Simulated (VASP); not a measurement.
Wanted: the native input for a VASP 6.6.1 run.

```
Task                   : single point
Functional             : PBE
Potentials or basis    : VASP PAW PBE potentials, release 64 (Ag, Cl)
Cutoff                 : 500 eV
k mesh                 : 6 × 6 × 6
Occupations            : gaussian, width 0.01 eV
Spin                   : no spin polarisation
Dipole correction      : no
Further INCAR settings : ALGO = Normal; EDIFF = 1e-06; NBANDS = 16
```

The structure of AgCl lies in POSCAR:

```
AgCl
1.0
    0.0000000000      2.7731838126      2.7731838126
    2.7731838126      0.0000000000      2.7731838126
    2.7731838126      2.7731838126      0.0000000000
Ag Cl
1 1
Direct
    0.0000000000      0.0000000000      0.0000000000
    0.5000000000      0.5000000000      0.5000000000
```

One way to write it, as run:

INCAR

```
SYSTEM = AgCl
  PREC = Accurate
  ENCUT = 500
  EDIFF = 1E-6
  ISMEAR = 0
  SIGMA = 0.01
  LREAL = .FALSE.
  LASPH = .TRUE.
  NELM = 120
  ALGO = Normal
  ISIF = 2
  LWAVE = .FALSE.
  LCHARG = .FALSE.
  GGA = PE
  NBANDS = 16
  GGA_COMPAT = .FALSE.
```

KPOINTS

```
Automatic mesh
0
G
  6 6 6
  0 0 0
```

Potentials or basis: VASP PAW PBE potentials, release 64 (Ag, Cl).

The run is started by

```sh
$ cat potpaw_PBE.64/Ag/POTCAR potpaw_PBE.64/Cl/POTCAR > POTCAR
$ mpirun -np 1 vasp_std > vasp.out
```

It gave:

```
Pressure               : 1.5 GPa
Band gap on the k mesh : 0.91 eV, indirect (least direct gap 3.23 eV)
```

Wall time 21 s on 1 thread of Intel Xeon 8259CL, on a shared host, peak memory 0.17 GiB.
